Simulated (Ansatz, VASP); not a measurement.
# ScAl3 in VASP and in Ansatz

The input INCAR:

```
SYSTEM = ScAl3
ALGO = Fast
EDIFF = 1E-6
ENCUT = 520
GGA = PE
ISIF = 2
ISMEAR = 0
LASPH = .TRUE.
LCHARG = .FALSE.
LREAL = .FALSE.
LWAVE = .FALSE.
NBANDS = 18
NELM = 100
PREC = Accurate
SIGMA = 0.15
```

The input KPOINTS:

```
k-points
0
G
  12 12 12
  0 0 0
```

The input POSCAR:

```
ScAl3
1.0
    4.1053305968      0.0000000000      0.0000000000
    0.0000000000      4.1053305968      0.0000000000
    0.0000000000      0.0000000000      4.1053305968
Sc Al
1 3
Direct
    0.0000000000      0.0000000000      0.0000000000
    0.5387542543      0.0387542543      0.5000000000
    0.0387542543      0.5387542543      0.5000000000
    0.5387542543      0.5387542543      0.0000000000
```

Input for Ansatz:

```yaml
crystal:
  lattice:
    - [4.1053305968, 0.0, 0.0]
    - [0.0, 4.1053305968, 0.0]
    - [0.0, 0.0, 4.1053305968]
  atoms:
    - { symbol: Sc, position: [0.0, 0.0, 0.0] }
    - { symbol: Al, position: [0.5387542543, 0.0387542543, 0.5] }
    - { symbol: Al, position: [0.0387542543, 0.5387542543, 0.5] }
    - { symbol: Al, position: [0.5387542543, 0.5387542543, 0.0] }
basis:
  ecutwfc: 420
kpoints:
  mp_grid: { grid: [12, 12, 12] }
hamiltonian:
  xc: pbe
scf:
  occupations: { method: gaussian, width: 0.15 }
output:
  forces: true
  stress: true
  eigenvalues: true
```

Change from the starting cell: all Al atoms moved +0.225 Å, as atom 2 along Cartesian [1 1 0].

Alike in both runs: task single point; functional PBE; k mesh 12 × 12 × 12; occupations gaussian, width 0.15 eV; no spin polarisation.

|  | VASP | Ansatz |
| --- | --- | --- |
| version | VASP 6.6.1 | Ansatz 0.2.0 |
| potentials or method | VASP PAW PBE potentials, release 64 (Sc_sv, Al), cutoff 520 eV | scalar-relativistic, plane waves, PAW |
| valence electrons in the cell | 20 | 20 |

|  | VASP | Ansatz | Ansatz less VASP |
| --- | --- | --- | --- |
| gap on the k mesh at the Fermi level (eV) | none | none | - |
| pressure (GPa) | 1.3 | 1.3 | -0.03 |
| traceless stress, the component that is largest in VASP (GPa) | 0.88 | 0.88 | -0.002 |
| rms of the force components (eV/Å) | 0.747 | 0.745 | -0.0026 |

Atom by atom the forces differ by 0.003 eV/Å (rms over components). A gap of «none» marks a metal or a gap that the smearing closes.
